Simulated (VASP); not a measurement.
# NaCl (Fm-3m) in VASP: notebook

Runs on NaCl. Level: PBEsol. Tasks: single point.

All numbers are computed with VASP 6.6.1; they aren't measurements. Logs are shortened: lines on timing, memory, paths and dates and some standing lists are left out, and cuts for length are marked.

## 1. The cell of the first run

Symmetry: Fm-3m, No. 225, cubic system. Conventional cell: a = 5.662 Å, b = 5.662 Å, c = 5.662 Å, α = 90.00°, β = 90.00°, γ = 90.00°. Within 3.7 Å of Cl (site symmetry m-3m) lie 6 Na at 2.83 Å. Na (site symmetry m-3m) has 6 Cl at 2.83 Å within 3.7 Å.

## 2. Single point, PBEsol

The input, INCAR:

```
SYSTEM = NaCl
PREC     = Accurate       ! precision mode
ENCUT    = 520            ! plane-wave cutoff, eV
EDIFF    = 1E-6           ! SCF threshold, eV
ISMEAR   = -1             ! smearing method
SIGMA    = 0.05           ! smearing width, eV
LREAL    = .FALSE.        ! projectors in reciprocal space
LASPH    = .TRUE.         ! aspherical terms in the spheres
NELM     = 100            ! most SCF steps
ALGO     = Normal         ! electronic algorithm
ISIF     = 2              ! what is computed and relaxed
LWAVE    = .FALSE.        ! write WAVECAR
LCHARG   = .FALSE.        ! write CHGCAR
GGA      = PS             ! functional
NBANDS   = 14             ! bands
```

The input, KPOINTS:

```
regular mesh
0
G
  8 8 8
  0 0 0
```

The input, POSCAR:

```
NaCl
1.0
    0.0000000000      2.8308314239      2.8308314239
    2.8308314239      0.0000000000      2.8308314239
    2.8308314239      2.8308314239      0.0000000000
Cl Na
1 1
Direct
    0.5000000000      0.5000000000      0.5000000000
    0.0000000000      0.0000000000      0.0000000000
```

Potentials or basis: VASP PAW PBE potentials, release 64 (Cl, Na_pv).

On the command line:

```console
cat potpaw_PBE.64/Cl/POTCAR potpaw_PBE.64/Na_pv/POTCAR > POTCAR
mpirun -np 1 vasp_std > vasp.out
```

OUTCAR:

```text
SYSTEM = NaCl
   PREC = Accurate
   ENCUT = 520
   EDIFF = 1E-6
   ISMEAR = -1
   LREAL = .FALSE.
   LASPH = .TRUE.
   NELM = 100
   ISIF = 2
   GGA = PS

 ion  position               nearest neighbor table
   1  0.500  0.500  0.500-
   2  0.000  0.000  0.000-

  LATTYP: Found a face centered cubic cell.
 ALAT       =     5.6616628478

  Lattice vectors:

 A1 = (   0.0000000000,   2.8308314239,   2.8308314239)
 A2 = (   2.8308314239,   0.0000000000,   2.8308314239)
 A3 = (   2.8308314239,   2.8308314239,   0.0000000000)

Analysis of symmetry for initial positions (statically):
=====================================================================
 Subroutine PRICEL returns:
 Original cell was already a primitive cell.

 Routine SETGRP: Setting up the symmetry group for a
 face centered cubic supercell.

 Subroutine GETGRP returns: Found 48 space group operations
 (whereof 48 operations were pure point group operations)
 out of a pool of 48 trial point group operations.

The static configuration has the point symmetry O_h .

Analysis of symmetry for dynamics (positions and initial velocities):
=====================================================================
 Subroutine PRICEL returns:
 Original cell was already a primitive cell.

 Routine SETGRP: Setting up the symmetry group for a
 face centered cubic supercell.

 Subroutine GETGRP returns: Found 48 space group operations
 (whereof 48 operations were pure point group operations)
 out of a pool of 48 trial point group operations.

The dynamic configuration has the point symmetry O_h .

 Subroutine INISYM returns: Found 48 space group operations
 (whereof 48 operations are pure point group operations),
 and found     1 'primitive' translations

----------------------------------------------------------------------------------------

                                     Primitive cell

  volume of cell :      45.3703

  direct lattice vectors                    reciprocal lattice vectors
     0.000000000  2.830831424  2.830831424    -0.176626554  0.176626554  0.176626554
     2.830831424  0.000000000  2.830831424     0.176626554 -0.176626554  0.176626554
     2.830831424  2.830831424  0.000000000     0.176626554  0.176626554 -0.176626554

  length of vectors
     4.003400192  4.003400192  4.003400192     0.305926166  0.305926166  0.305926166

  position of ions in fractional coordinates (direct lattice)
     0.500000000  0.500000000  0.500000000
     0.000000000  0.000000000  0.000000000

  ion indices of the primitive-cell ions
   primitive index   ion index
                 1           1
                 2           2

----------------------------------------------------------------------------------------

 KPOINTS: regular mesh

Automatic generation of k-mesh.
 Grid dimensions read from file:
 generate k-points for:    8    8    8

 Generating k-lattice:

  Cartesian coordinates                     Fractional coordinates (reciprocal lattice)
    -0.022078319  0.022078319  0.022078319     0.125000000  0.000000000  0.000000000
     0.022078319 -0.022078319  0.022078319     0.000000000  0.125000000  0.000000000
     0.022078319  0.022078319 -0.022078319     0.000000000  0.000000000  0.125000000

  Length of vectors
     0.038240771  0.038240771  0.038240771

  Shift w.r.t. Gamma in fractional coordinates (k-lattice)
     0.000000000  0.000000000  0.000000000

 Subroutine IBZKPT returns following result:
 ===========================================

 Found     29 irreducible k-points:

 Following reciprocal coordinates:
            Coordinates               Weight
  0.000000  0.000000  0.000000      1.000000
  0.125000  0.000000  0.000000      8.000000
  0.250000  0.000000  0.000000      8.000000
  0.375000  0.000000  0.000000      8.000000
  0.500000  0.000000  0.000000      4.000000
  0.125000  0.125000  0.000000      6.000000
[... 16 lines left out ...]
  0.500000  0.250000  0.125000     48.000000
 -0.375000  0.250000  0.125000     24.000000
 [... further k-points ...]
   k-points           NKPTS =     29   k-points in BZ     NKDIM =     29   number of bands    NBANDS=     14
   number of dos      NEDOS =    301   number of ions     NIONS =      2
   total plane-waves  NPLWV =  27000
   dimension x,y,z NGX =    30 NGY =   30 NGZ =   30
   dimension x,y,z NGXF=    60 NGYF=   60 NGZF=   60
   ions per type =               1   1
   NGX,Y,Z   is equivalent  to a cutoff of  12.46, 12.46, 12.46 a.u.
   NGXF,Y,Z  is equivalent  to a cutoff of  24.92, 24.92, 24.92 a.u.
 SYSTEM =  NaCl
   PREC   = accura    normal or accurate (medium, high low for compatibility)
   ISTART =      0    job   : 0-new  1-cont  2-samecut
   ICHARG =      2    charge: 1-file 2-atom 10-const
   ISPIN  =      1    spin polarized calculation?
   LNONCOLLINEAR =      F non collinear calculations
   LSORBIT =      F    spin-orbit coupling
   LASPH  =      T    aspherical Exc in radial PAW
   ENCUT  =  520.0 eV  38.22 Ry    6.18 a.u.   7.44  7.44  7.44*2*pi/ulx,y,z
   NELM   =    100;   NELMIN=  2; NELMDL= -5     # of ELM steps
   EDIFF  = 0.1E-05   stopping-criterion for ELM
   LREAL  =      F    real-space projection
   EDIFFG = 0.1E-04   stopping-criterion for IOM
   NSW    =      0    number of steps for IOM
   IBRION =     -1    ionic relax: 0-MD 1-quasi-New 2-CG
   NFREE  =      0    steps in history (QN), initial steepest desc. (CG)
   ISIF   =      2    stress and relaxation
   ISYM   =      2    0-nonsym 1-usesym 2-fastsym
   POTIM  = 0.5000    time-step for ionic-motion
   TEBEG  =    0.0;   TEEND  =   0.0 temperature during run
   PSTRESS=    0.0 pullay stress
   NELECT =      14.0000    total number of electrons
   NUPDOWN=      -1.0000    fix difference up-down
   EMIN   =  10.00;   EMAX   =-10.00  energy-range for DOS
   EFERMI =   0.00;   METHOD = LEGACY
   ISMEAR =    -1;   SIGMA  =   0.05  broadening in eV -4-tet -1-fermi 0-gaus
   EFERMI_NEDOS =   21; number of points for ismear=-14 and -15
   IALGO  =     38    algorithm
   IMIX   =      4    mixing-type and parameters
     AMIX     =   0.40;   BMIX     =  1.00
     AMIX_MAG =   1.60;   BMIX_MAG =  1.00
  volume/ion in A,a.u.               =      22.69       153.09
  Fermi-wavevector in a.u.,A,eV,Ry     =   1.106268  2.090543 16.651189  1.223828
  Thomas-Fermi vector in A             =   2.242766
   LORBIT       =      0    0 simple, 1 ext, 2 COOP (PROOUT), +10 PAW based schemes
   GGA     = PS    functional components
   LHFCALC =     F    Hartree Fock is set to
   AEXX    =    0.0000 exact exchange contribution
   IVDW    =     0    specifies the selected vdW correction
   LEPSILON=     F    determine dielectric tensor
   LRPA    =     F    only Hartree local field effects (RPA)
 non-spin polarized calculation
  energy-cutoff  :      520.00
  volume of cell :       45.37
 maximum number of plane-waves:      1243
 NGX is ok and might be reduce to    30
   NGX = 15   NGY = 15   NGZ = 15

 number of electron      13.9999993 magnetization

 Free energy of the ion-electron system (eV)
  ---------------------------------------------------
  ext. energy  EPLUGINS =         0.00000000
  ---------------------------------------------------
  free energy    TOTEN  =        -6.99536584 eV

  energy without entropy =       -6.99536583  energy(sigma->0) =       -6.99536583

 E-fermi :   0.1833     XC(G=0):  -8.2827

 val. band max:       -0.8505065063   @ k =   0.0000   0.0000   0.0000
 cond. band min:       4.0397187727   @ k =   0.0000   0.0000   0.0000
 fundamental gap:      4.8902252791
 Fermi energy:         0.1832510365

 k-point     1 :       0.0000    0.0000    0.0000
  band No.  band energies     occupation
      1     -21.5239      2.00000
      2     -21.5239      2.00000
      3     -21.5239      2.00000
      4     -13.4684      2.00000
      5      -0.8505      2.00000
      6      -0.8505      2.00000
      7      -0.8505      2.00000
      8       4.0397      0.00000
      9      10.1355      0.00000
     10      10.1355      0.00000
     11      10.1355      0.00000
     12      12.3408      0.00000
     13      12.3408      0.00000
     14      13.6979      0.00000

 k-point     2 :       0.1250    0.0000    0.0000
  band No.  band energies     occupation
      1     -21.5282      2.00000
      2     -21.5242      2.00000
      3     -21.5242      2.00000
      4     -13.4218      2.00000
      5      -1.2251      2.00000
      6      -0.8911      2.00000
      7      -0.8911      2.00000
      8       4.5392      0.00000
      9       9.5656      0.00000
     10      10.3261      0.00000
     11      10.3261      0.00000
     12      12.0634      0.00000
     13      12.0634      0.00000
     14      14.6390      0.00000

 k-point     3 :       0.2500    0.0000    0.0000
  band No.  band energies     occupation
      1     -21.5385      2.00000
      2     -21.5250      2.00000
      3     -21.5250      2.00000
      4     -13.3062      2.00000
      5      -1.9582      2.00000
      6      -0.9859      2.00000
      7      -0.9859      2.00000
      8       5.5150      0.00000
      9       8.9772      0.00000
     10      10.4124      0.00000
     11      10.4124      0.00000
     12      12.2619      0.00000
     13      12.2619      0.00000
     14      14.5294      0.00000

 k-point     4 :       0.3750    0.0000    0.0000
  band No.  band energies     occupation
      1     -21.5486      2.00000
      2     -21.5257      2.00000
      3     -21.5257      2.00000
      4     -13.1857      2.00000
      5      -2.5603      2.00000
      6      -1.0767      2.00000
      7      -1.0767      2.00000
      8       6.1047      0.00000
      9       9.1884      0.00000
     10      10.1234      0.00000
     11      10.1234      0.00000
     12      13.6089      0.00000
     13      13.6089      0.00000
     14      14.0236      0.00000

 k-point     5 :       0.5000    0.0000    0.0000
  band No.  band energies     occupation
      1     -21.5528      2.00000
      2     -21.5260      2.00000
      3     -21.5260      2.00000
      4     -13.1343      2.00000
      5      -2.7863      2.00000
      6      -1.1132      2.00000
      7      -1.1132      2.00000
      8       6.2075      0.00000
      9       9.5576      0.00000
     10       9.9844      0.00000
     11       9.9844      0.00000
[... 276 lines left out ...]
 k-point    22 :       0.3750    0.2500    0.1250
  band No.  band energies     occupation
      1     -21.5400      2.00000
      2     -21.5293      2.00000
      3     -21.5262      2.00000
      4     -13.2304      2.00000
      5      -2.1067      2.00000
      6      -1.3182      2.00000
      7      -1.1017      2.00000
      8       6.3741      0.00000
      9       8.3312      0.00000
     10       9.5542      0.00000
     11      11.1916      0.00000
     12      11.5827      0.00000
     13      13.7942      0.00000
     14      16.9371      0.00000

 k-point    23 :       0.5000    0.2500    0.1250
  band No.  band energies     occupation
      1     -21.5450      2.00000
      2     -21.5315      2.00000
      3     -21.5274      2.00000
      4     -13.1405      2.00000
      5      -2.3957      2.00000
      6      -1.5397      2.00000
      7      -1.2089      2.00000
      8       7.1071      0.00000
      9       8.5362      0.00000
     10       8.9429      0.00000
     11      10.9157      0.00000
     12      12.7181      0.00000
     13      15.0102      0.00000
     14      15.5855      0.00000

 k-point    24 :      -0.3750    0.2500    0.1250
  band No.  band energies     occupation
      1     -21.5471      2.00000
      2     -21.5320      2.00000
      3     -21.5282      2.00000
      4     -13.1025      2.00000
      5      -2.5117      2.00000
      6      -1.6181      2.00000
      7      -1.2621      2.00000
      8       7.2681      0.00000
      9       8.5604      0.00000
     10       9.1977      0.00000
     11      10.7316      0.00000
     12      13.3127      0.00000
     13      14.5844      0.00000
     14      15.6893      0.00000

 [... further k-points ...]

------------------------ aborting loop because EDIFF is reached ----------------------------------------

  FORCE on cell =-STRESS in cart. coord.  units (eV):
  Direction    XX          YY          ZZ          XY          YZ          ZX
  --------------------------------------------------------------------------------------
  -------------------------------------------------------------------------------------
  Total       -0.2116893     -0.2116893     -0.2116893      0.0000000      0.0000000      0.0000000
  in kB       -7.4754526     -7.4754526     -7.4754526      0.0000000      0.0000000      0.0000000
  external PRESSURE =      -7.4754526 kB  Pullay stress =       0.0000000 kB

 VOLUME and BASIS-vectors are now :
 -----------------------------------------------------------------------------
  energy-cutoff  :      520.00
  volume of cell :       45.37
      direct lattice vectors                 reciprocal lattice vectors
     0.000000000  2.830831424  2.830831424    -0.176626554  0.176626554  0.176626554
     2.830831424  0.000000000  2.830831424     0.176626554 -0.176626554  0.176626554
     2.830831424  2.830831424  0.000000000     0.176626554  0.176626554 -0.176626554

 POSITION                                       TOTAL-FORCE (eV/Angst)
 -----------------------------------------------------------------------------------
      2.83083      2.83083      2.83083         0.000000     -0.000000      0.000000
      0.00000      0.00000      0.00000        -0.000000      0.000000     -0.000000
 -----------------------------------------------------------------------------------
    total drift:                               -0.000000      0.000000      0.000000

  FREE ENERGIE OF THE ION-ELECTRON SYSTEM (eV)
  ---------------------------------------------------
  free  energy   TOTEN  =        -6.9953658350 eV

  energy  without entropy=       -6.9953658349  energy(sigma->0) =       -6.99536583
```

Wall time 17 s (1 thread of AMD EPYC 7R43 (Zen 3), shared host); peak memory 0.13 GiB.

What came out:

| Property | Result |
| --- | --- |
| Free energy | -6.9954 eV |
| Pressure | -0.7 GPa |
| Band gap on the k mesh | 4.89 eV, direct |

Caveat: the PAW data sets were made with another functional, which shifts forces and pressure a little.

## 3. Single point, PBEsol

This run uses another cell than the first one, of 22.25 Å³/atom, 0.981 times its volume.

The input, INCAR:

```
PREC = Accurate
ENCUT = 520
EDIFF = 1E-6
ISMEAR = -1
SIGMA = 0.05
LREAL = False
LASPH = True
NELM = 100
ALGO = Normal
ISIF = 2
LWAVE = False
LCHARG = False
GGA = PS
NBANDS = 14
```

The input, KPOINTS:

```
Automatic mesh
0
Gamma
  8 8 8
```

The input, POSCAR:

```
NaCl
1.0
    0.0000000000      2.8125674869      2.8125674869
    2.8125674869      0.0000000000      2.8125674869
    2.8125674869      2.8125674869      0.0000000000
Cl Na
1 1
Direct
    0.5000000000      0.5000000000      0.5000000000
    0.0000000000      0.0000000000      0.0000000000
```

Potentials or basis: VASP PAW PBE potentials, release 64 (Cl, Na_pv).

On the command line:

```console
cat potpaw_PBE.64/Cl/POTCAR potpaw_PBE.64/Na_pv/POTCAR > POTCAR
mpirun -np 1 vasp_std > vasp.out
```

Run time: 18 s. Hardware: 1 thread of AMD EPYC 7R43 (Zen 3), shared host; peak memory 0.13 GiB.

It converged, with:

```yaml
Free_energy: -6.9980 eV
Pressure: -0.3 GPa
Band_gap_on_the_k_mesh: 4.96 eV, direct
```

Levels at points of the mesh, in eV from the valence-band top:
```tsv
k point	band 5	band 6	band 7	band 8	band 9	band 10
(0.00, 0.00, 0.00)	0.00	0.00	0.00	4.96	11.01	11.01
(0.50, 0.00, 0.00)	-2.00	-0.27	-0.27	7.09	10.56	10.88
(0.50, 0.50, 0.00)	-1.72	-0.62	-0.62	7.46	7.88	11.18
```

Caveat: the PAW data sets were made with another functional, which shifts forces and pressure a little. As with any semilocal functional, this PBEsol gap is likely too small.

## 4. Single point, PBEsol

This run uses another cell than the first one, of 23.12 Å³/atom, 1.019 times its volume.

The input, INCAR:

```
SYSTEM = NaCl
ALGO = Normal
EDIFF = 1E-6
ENCUT = 520
GGA = PS
ISIF = 2
ISMEAR = -1
LASPH = .True.
LCHARG = .False.
LREAL = .False.
LWAVE = .False.
NBANDS = 14
NELM = 80
PREC = Accurate
SIGMA = 0.05
```

The input, KPOINTS:

```
k-points
0
Gamma
  8 8 8
  0 0 0
```

The input, POSCAR:

```
NaCl
1.0
    0.0000000000      2.8488626834      2.8488626834
    2.8488626834      0.0000000000      2.8488626834
    2.8488626834      2.8488626834      0.0000000000
Cl Na
1 1
Direct
    0.5000000000      0.5000000000      0.5000000000
    0.0000000000      0.0000000000      0.0000000000
```

On the command line:

```console
cat potpaw_PBE.64/Cl/POTCAR potpaw_PBE.64/Na_pv/POTCAR > POTCAR
mpirun -np 1 vasp_std > vasp.out
```

It took 16 s on 1 thread of AMD EPYC 7R43 (Zen 3), shared host; peak memory 0.13 GiB.

It converged, with:

- Free energy: -6.9904 eV
- Pressure: -1.2 GPa
- Band gap on the k mesh: 4.82 eV, direct

Levels at points of the mesh, in eV from the valence-band top:
| k point | band 4 | band 5 | band 6 | band 7 | band 8 | band 9 | band 10 | band 11 |
| --- | --- | --- | --- | --- | --- | --- | --- | --- |
| (0.00, 0.00, 0.00) | -12.58 | 0.00 | 0.00 | 0.00 | 4.82 | 10.97 | 10.97 | 10.97 |
| (0.50, 0.00, 0.00) | -12.26 | -1.88 | -0.25 | -0.25 | 7.03 | 10.26 | 10.79 | 10.79 |
| (0.50, 0.50, 0.00) | -12.21 | -1.62 | -0.58 | -0.58 | 7.35 | 7.92 | 10.92 | 14.35 |

Caveat: the PAW data sets were made with another functional, which shifts forces and pressure a little. A k mesh can miss the band edges.

## 5. Single point, PBEsol

This run uses another cell than the first one, of 23.12 Å³/atom, 1.019 times its volume.

The input, INCAR:

```
PREC = Accurate
ENCUT = 520
EDIFF = 1E-7
ISMEAR = -1
SIGMA = 0.05
LREAL = F
LASPH = T
NELM = 80
ALGO = Normal
ISIF = 2
LWAVE = F
LCHARG = F
GGA = PS
NBANDS = 14
```

The input, KPOINTS:

```
Automatic mesh
0
Gamma
  8 8 8
```

POSCAR is that of step 4.

On the command line:

```console
cat potpaw_PBE.64/Cl/POTCAR potpaw_PBE.64/Na_pv/POTCAR > POTCAR
mpirun -np 1 vasp_std > vasp.out
```

It took 8.8 s on 1 thread of Intel Xeon 6975P-C (Granite Rapids), shared host; peak memory 0.16 GiB.

The run converged. Its results:

- Free energy: -6.9904 eV
- Pressure: -1.2 GPa
- Band gap on the k mesh: 4.82 eV, direct

Levels at points of the mesh, in eV from the valence-band top:
| k point | band 3 | band 4 | band 5 | band 6 | band 7 | band 8 | band 9 | band 10 | band 11 | band 12 |
| --- | --- | --- | --- | --- | --- | --- | --- | --- | --- | --- |
| (0.00, 0.00, 0.00) | -20.71 | -12.58 | 0.00 | 0.00 | 0.00 | 4.82 | 10.97 | 10.97 | 10.97 | 13.15 |
| (0.50, 0.00, 0.00) | -20.71 | -12.26 | -1.88 | -0.25 | -0.25 | 7.03 | 10.26 | 10.79 | 10.79 | 14.63 |
| (0.50, 0.50, 0.00) | -20.72 | -12.21 | -1.62 | -0.58 | -0.58 | 7.35 | 7.92 | 10.92 | 14.35 | 14.35 |

Caveat: the PAW data sets were made with another functional, which shifts forces and pressure a little.

## 6. Summary

```tsv
cell	gap on the mesh (eV)	pressure (GPa)
a = 4.003 Å, angles 60.0°, 2 atoms	4.89	-0.7
a = 3.978 Å, angles 60.0°, 2 atoms	4.96	-0.3
a = 4.029 Å, angles 60.0°, 2 atoms	4.82	-1.2
```

Alike in all rows: task single point; level PBEsol; potentials or basis VASP PAW PBE potentials, release 64 (Cl, Na_pv); no spin polarisation; k mesh 8 × 8 × 8; cutoff (eV) 520; smearing fermi-dirac 0.05 eV.

Caveats: the PAW data sets were made with another functional, which shifts forces and pressure a little.

Absolute energies hang on the potentials; compare differences alone.
